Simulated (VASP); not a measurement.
# AlGa3N4 (Pm) in VASP: notebook, part 2 of 2

VASP 6.6.1.

## Step 3: Single point, r2SCAN (12.24 Å³/atom)

This run uses another cell than the first one, of 12.24 Å³/atom.

File POSCAR:

```
AlGa3N4
1.0
    5.3077333296      0.0000000000      0.0003046545
    0.0000000000      3.2643213094      0.0000000000
   -0.0035098844      0.0000000000      5.6527650509
Al Ga N
1 3 4
Direct
    0.0001929629      0.5000000000      0.6670669723
    0.4992261931      0.5000000000      0.3348580769
    0.4996517455      0.0000000000      0.8316688771
    0.9997596624      0.0000000000      0.1665007643
    0.1195353964      0.5000000000      0.3406990628
    0.1173055109      0.0000000000      0.8258366095
    0.6203495773      0.0000000000      0.1663347748
    0.6315789615      0.5000000000      0.6670358622
```

File INCAR.step1:

```
SYSTEM = AlGa3N4
PREC     = Accurate       ! precision mode
ENCUT    = 520            ! plane-wave cutoff, eV
ISMEAR   = 0              ! smearing method
SIGMA    = 0.02           ! smearing width, eV
LREAL    = .FALSE.        ! projectors in reciprocal space
LASPH    = .TRUE.         ! aspherical terms in the spheres
NELM     = 100            ! most SCF steps
NBANDS   = 41             ! bands
GGA      = PE             ! functional
ALGO     = Normal         ! electronic algorithm
EDIFF    = 1E-4           ! SCF threshold, eV
LWAVE    = .TRUE.         ! write WAVECAR
LCHARG   = .FALSE.        ! write CHGCAR
```

File INCAR.step2:

```
SYSTEM = AlGa3N4
PREC     = Accurate       ! precision mode
ENCUT    = 520            ! plane-wave cutoff, eV
EDIFF    = 1E-6           ! SCF threshold, eV
ISMEAR   = 0              ! smearing method
SIGMA    = 0.02           ! smearing width, eV
LREAL    = .FALSE.        ! projectors in reciprocal space
LASPH    = .TRUE.         ! aspherical terms in the spheres
NELM     = 100            ! most SCF steps
ALGO     = Normal         ! electronic algorithm
ISIF     = 2              ! what is computed and relaxed
LWAVE    = .FALSE.        ! write WAVECAR
LCHARG   = .FALSE.        ! write CHGCAR
METAGGA  = R2SCAN         ! meta-GGA
LMIXTAU  = .TRUE.       
NBANDS   = 41             ! bands
ISTART   = 1
```

File KPOINTS:

```
regular mesh
0
G
  6 8 4
  0 0 0
```

Potentials or basis: VASP PAW PBE potentials, release 64 (Al, Ga_d, N).

Launch:

```
cat potpaw_PBE.64/Al/POTCAR potpaw_PBE.64/Ga_d/POTCAR potpaw_PBE.64/N/POTCAR > POTCAR
cp INCAR.step1 INCAR
mpirun -np 1 vasp_std > vasp.out
cp INCAR.step2 INCAR
mpirun -np 1 vasp_std > vasp.out
```

OUTCAR:

```text
SYSTEM = AlGa3N4
   PREC = Accurate
   ENCUT = 520
   EDIFF = 1E-6
   ISMEAR = 0
   LREAL = .FALSE.
   LASPH = .TRUE.
   NELM = 100
   ISIF = 2
   METAGGA = R2SCAN
   ISTART = 1

 ion  position               nearest neighbor table
   1  0.000  0.500  0.667-   5 1.95   8 1.96   6 1.96   6 1.96
   2  0.499  0.500  0.335-   7 2.00   7 2.00   8 2.00   5 2.02
   3  0.500  0.000  0.832-   7 2.00   8 2.01   8 2.01   6 2.03
   4  1.000  0.000  0.167-   5 2.01   5 2.01   7 2.01   6 2.02
   5  0.120  0.500  0.341-   1 1.95   4 2.01   4 2.01   2 2.02
   6  0.117  0.000  0.826-   1 1.96   1 1.96   4 2.02   3 2.03
   7  0.620  0.000  0.166-   2 2.00   2 2.00   3 2.00   4 2.01
   8  0.632  0.500  0.667-   1 1.96   2 2.00   3 2.01   3 2.01

  LATTYP: Found a simple monoclinic cell.
 ALAT       =     5.3077333383
 B/A-ratio  =     0.6150123040
 C/A-ratio  =     1.0650056776
 COS(beta)  =    -0.0005635163

  Lattice vectors:

 A1 = (   5.3077333296,   0.0000000000,   0.0003046545)
 A2 = (   0.0000000000,   3.2643213094,   0.0000000000)
 A3 = (  -0.0035098844,   0.0000000000,   5.6527650509)

Analysis of symmetry for initial positions (statically):
=====================================================================
 Subroutine PRICEL returns:
 Original cell was already a primitive cell.

 Routine SETGRP: Setting up the symmetry group for a
 simple monoclinic supercell.

 Subroutine GETGRP returns: Found  2 space group operations
 (whereof  2 operations were pure point group operations)
 out of a pool of  4 trial point group operations.

The static configuration has the point symmetry C_1h.

Analysis of symmetry for dynamics (positions and initial velocities):
=====================================================================
 Subroutine PRICEL returns:
 Original cell was already a primitive cell.

 Routine SETGRP: Setting up the symmetry group for a
 simple monoclinic supercell.

 Subroutine GETGRP returns: Found  2 space group operations
 (whereof  2 operations were pure point group operations)
 out of a pool of  4 trial point group operations.

The dynamic configuration has the point symmetry C_1h.

 Subroutine INISYM returns: Found  2 space group operations
 (whereof  2 operations are pure point group operations),
 and found     1 'primitive' translations

----------------------------------------------------------------------------------------

                                     Primitive cell

  volume of cell :      97.9406

  direct lattice vectors                    reciprocal lattice vectors
     5.307733330  0.000000000  0.000304655     0.188404334  0.000000000  0.000116983
     0.000000000  3.264321309  0.000000000     0.000000000  0.306342393  0.000000000
    -0.003509884  0.000000000  5.652765051    -0.000010154  0.000000000  0.176904569

  length of vectors
     5.307733338  3.264321309  5.652766141     0.188404371  0.306342393  0.176904569

  position of ions in fractional coordinates (direct lattice)
     0.000192963  0.500000000  0.667066972
     0.499226193  0.500000000  0.334858077
     0.499651746  0.000000000  0.831668877
     0.999759662  0.000000000  0.166500764
     0.119535396  0.500000000  0.340699063
     0.117305511  0.000000000  0.825836610
[... 45 lines left out ...]
  0.500000  0.000000  0.000000      1.000000
  0.000000  0.125000  0.000000      2.000000
  0.166667  0.125000  0.000000      4.000000
[... 16 lines left out ...]
  0.333333  0.000000  0.250000      2.000000
  0.500000  0.000000  0.250000      2.000000
 [... further k-points ...]
   k-points           NKPTS =     70   k-points in BZ     NKDIM =     70   number of bands    NBANDS=     41
   number of dos      NEDOS =    301   number of ions     NIONS =      8
   total plane-waves  NPLWV =  40320
   dimension x,y,z NGX =    40 NGY =   24 NGZ =   42
   dimension x,y,z NGXF=    80 NGYF=   48 NGZF=   84
   ions per type =               1   3   4
   NGX,Y,Z   is equivalent  to a cutoff of  12.53, 12.22, 12.35 a.u.
   NGXF,Y,Z  is equivalent  to a cutoff of  25.06, 24.45, 24.70 a.u.
 SYSTEM =  AlGa3N4
   PREC   = accura    normal or accurate (medium, high low for compatibility)
   ISTART =      1    job   : 0-new  1-cont  2-samecut
   ICHARG =      0    charge: 1-file 2-atom 10-const
   ISPIN  =      1    spin polarized calculation?
   LNONCOLLINEAR =      F non collinear calculations
   LSORBIT =      F    spin-orbit coupling
   LASPH  =      T    aspherical Exc in radial PAW
   ENCUT  =  520.0 eV  38.22 Ry    6.18 a.u.   9.87  6.07 10.51*2*pi/ulx,y,z
   NELM   =    100;   NELMIN=  2; NELMDL=  0     # of ELM steps
   EDIFF  = 0.1E-05   stopping-criterion for ELM
   LREAL  =      F    real-space projection
   EDIFFG = 0.1E-04   stopping-criterion for IOM
   NSW    =      0    number of steps for IOM
   IBRION =     -1    ionic relax: 0-MD 1-quasi-New 2-CG
   NFREE  =      0    steps in history (QN), initial steepest desc. (CG)
   ISIF   =      2    stress and relaxation
   ISYM   =      2    0-nonsym 1-usesym 2-fastsym
   POTIM  = 0.5000    time-step for ionic-motion
   TEBEG  =    0.0;   TEEND  =   0.0 temperature during run
   PSTRESS=    0.0 pullay stress
   NELECT =      62.0000    total number of electrons
   NUPDOWN=      -1.0000    fix difference up-down
   EMIN   =  10.00;   EMAX   =-10.00  energy-range for DOS
   EFERMI =   0.00;   METHOD = LEGACY
   ISMEAR =     0;   SIGMA  =   0.02  broadening in eV -4-tet -1-fermi 0-gaus
   EFERMI_NEDOS =   21; number of points for ismear=-14 and -15
   IALGO  =     38    algorithm
   IMIX   =      4    mixing-type and parameters
     AMIX     =   0.40;   BMIX     =  1.00
     AMIX_MAG =   1.60;   BMIX_MAG =  1.00
  volume/ion in A,a.u.               =      12.24        82.62
  Fermi-wavevector in a.u.,A,eV,Ry     =   1.405673  2.656337 26.883991  1.975918
  Thomas-Fermi vector in A             =   2.528111
   LORBIT       =      0    0 simple, 1 ext, 2 COOP (PROOUT), +10 PAW based schemes
   METAGGA = R2SCAN    functional components
   LHFCALC =     F    Hartree Fock is set to
   AEXX    =    0.0000 exact exchange contribution
   IVDW    =     0    specifies the selected vdW correction
   LEPSILON=     F    determine dielectric tensor
   LRPA    =     F    only Hartree local field effects (RPA)
 non-spin polarized calculation
 Gauss-broadening in eV      SIGMA  =   0.02
  energy-cutoff  :      520.00
  volume of cell :       97.94
 maximum number of plane-waves:      2672
   NGX = 19   NGY = 13   NGZ = 21

 number of electron      62.0000023 magnetization

 Free energy of the ion-electron system (eV)
  ---------------------------------------------------
  ext. energy  EPLUGINS =         0.00000000
  ---------------------------------------------------
  free energy    TOTEN  =       -84.49626499 eV

  energy without entropy =      -84.49626499  energy(sigma->0) =      -84.49626499

 E-fermi :   4.4299     XC(G=0): -11.8510

 val. band max:        4.3381612483   @ k =   0.0000   0.0000   0.0000
 cond. band min:       6.5382095820   @ k =   0.0000   0.0000   0.0000
 fundamental gap:      2.2000483338
 Fermi energy:         4.4298729048

 k-point     1 :       0.0000    0.0000    0.0000
  band No.  band energies     occupation
      1     -11.5583      2.00000
      2     -10.8438      2.00000
      3     -10.6442      2.00000
      4     -10.4085      2.00000
      5      -9.3085      2.00000
      6      -9.3056      2.00000
[... 1045 lines left out ...]
     40      14.5564      0.00000
     41      14.8349      0.00000

 [... further k-points ...]

------------------------ aborting loop because EDIFF is reached ----------------------------------------

  FORCE on cell =-STRESS in cart. coord.  units (eV):
  Direction    XX          YY          ZZ          XY          YZ          ZX
  --------------------------------------------------------------------------------------
  -------------------------------------------------------------------------------------
  Total       -9.2777663     -9.2029678     -9.2815869      0.0000000      0.0000000      0.0048180
  in kB     -151.7717925   -150.5481895   -151.8342936      0.0000000      0.0000000      0.0788165
  external PRESSURE =    -151.3847585 kB  Pullay stress =       0.0000000 kB

 VOLUME and BASIS-vectors are now :
 -----------------------------------------------------------------------------
  energy-cutoff  :      520.00
  volume of cell :       97.94
      direct lattice vectors                 reciprocal lattice vectors
     5.307733330  0.000000000  0.000304655     0.188404334  0.000000000  0.000116983
     0.000000000  3.264321309  0.000000000     0.000000000  0.306342393  0.000000000
    -0.003509884  0.000000000  5.652765051    -0.000010154  0.000000000  0.176904569

 POSITION                                       TOTAL-FORCE (eV/Angst)
 -----------------------------------------------------------------------------------
     -0.00132      1.63216      3.77077         0.003408      0.000000     -0.001487
      2.64858      1.63216      1.89303        -0.012006      0.000000     -0.015396
      2.64910      0.00000      4.70138        -0.005746      0.000000     -0.011395
      5.30587      0.00000      0.94149        -0.002472      0.000000      0.023571
      0.63327      1.63216      1.92593        -0.018859      0.000000      0.063706
      0.61973      0.00000      4.66830        -0.039771      0.000000     -0.061420
      3.29207      0.00000      0.94044         0.004517      0.000000      0.000243
      3.34991      1.63216      3.77079         0.070929      0.000000      0.002179
 -----------------------------------------------------------------------------------
    total drift:                               -0.074556      0.000000      0.002179

  FREE ENERGIE OF THE ION-ELECTRON SYSTEM (eV)
  ---------------------------------------------------
  free  energy   TOTEN  =       -84.4962649943 eV

  energy  without entropy=      -84.4962649943  energy(sigma->0) =      -84.49626499
```

Wall time 9.6 min (1 thread of Intel Xeon Platinum 8488C (Sapphire Rapids), shared host); peak memory 0.35 GiB.

What came out:

```yaml
Free_energy: -84.4963 eV
Pressure: -15.1 GPa
Largest_force: 0.073 eV/Å
Band_gap_on_the_k_mesh: 2.20 eV
```

Forces on the atoms (eV/Å):
```
Al   0.003  0.000 -0.001
Ga  -0.012  0.000 -0.015
Ga  -0.006  0.000 -0.011
Ga  -0.002  0.000  0.024
N   -0.019  0.000  0.064
N   -0.040  0.000 -0.061
N    0.005  0.000  0.000
N    0.071  0.000  0.002
```

Stress tensor (GPa, compression positive):
```
-15.18   0.00   0.01
  0.00 -15.05   0.00
  0.01   0.00 -15.18
```

Caveat: the cell stands under tension; the PAW data sets were made with another functional, which shifts forces and pressure a little.
